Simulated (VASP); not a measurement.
A run of VASP 6.6.1 is set up as follows.

Contents of INCAR:

```
AGGAC = 1.0 ; AGGAX = 1.0
ALDAC = 0.0 ; ALDAX = 1.0
ALGO = Normal ; EDIFF = 1E-6
ENCUT = 520 ; GGA = B5
ISIF = 2 ; ISMEAR = -1
LASPH = True ; LCHARG = True
LELF = True ; LREAL = False
LVHAR = True ; LWAVE = False
NBANDS = 19 ; NELM = 60
PREC = Accurate ; SIGMA = 0.1
```

KPOINTS

```
k-points
0
Gamma
  8 8 5
```

Contents of POSCAR:

```
Hg
1.0
   -5.0208883343      5.0253931868      2.6993413668
    5.0253931868     -5.0208883343      2.6993413668
    5.0232646021      5.0232646021     -2.6910907211
Hg
2
Direct
    0.0001584033      0.9998415967      1.0000000000
    0.7498415967      0.2501584033      0.5000000000
```

Potentials or basis: VASP PAW PBE potentials, release 64 (Hg).

Run with:

```console
$ cat potpaw_PBE.64/Hg/POTCAR > POTCAR
$ mpirun -np 1 vasp_std > vasp.out
```

Task: What does it give for the pressure?

Result: 0.0 GPa.

Task: Predict the band gap on the k mesh.

Result: 4.44 eV (least direct gap 4.67 eV).

Caveat: the nearest neighbours stand farther apart than a usual bond; the PAW data sets were made with another functional, which shifts forces and pressure a little; spin-orbit coupling is left out, which moves the levels of the heavy elements. A k mesh can miss the band edges.
